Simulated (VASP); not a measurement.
The system is BN.

```
CELL_PARAMETERS angstrom
-0.01805 1.80483 1.80483
1.80483 -0.01805 1.80483
1.78678 1.78678 0.00000
ATOMIC_POSITIONS crystal
B 0.99991 0.99991 0.00009
N 0.25009 0.25009 0.24991
```

This cell differs from its parent crystal: shear xy strain -2.0%.

Base run:

```yaml
Program: VASP 6.6.1
Functional: r2SCAN
Potentials_or_basis: VASP PAW PBE potentials, release 64 (B, N)
Cutoff: 520 eV
k_mesh: 12 × 12 × 12
Occupations: gaussian, width 0.01 eV
Spin: no spin polarisation
```

Its results: band gap on the k mesh 4.91 eV, indirect (least direct gap 9.23 eV); pressure 1.3 GPa; largest force 0.004 eV/Å.

Q: The run is repeated on the same cell with these changes: functional from r2SCAN to PBE; k mesh from 12 × 12 × 12 to 6 × 6 × 6. What comes out?

A: Band gap on the k mesh 4.39 eV, indirect (least direct gap 8.53 eV); pressure 5.2 GPa; largest force 0.025 eV/Å.

Several settings changed at once, so the effect can't be laid on one alone.

Caveats: some runs use coarse meshes; the PAW data sets were made with another functional, which shifts forces and pressure a little (some runs).

A k mesh can miss the band edges.
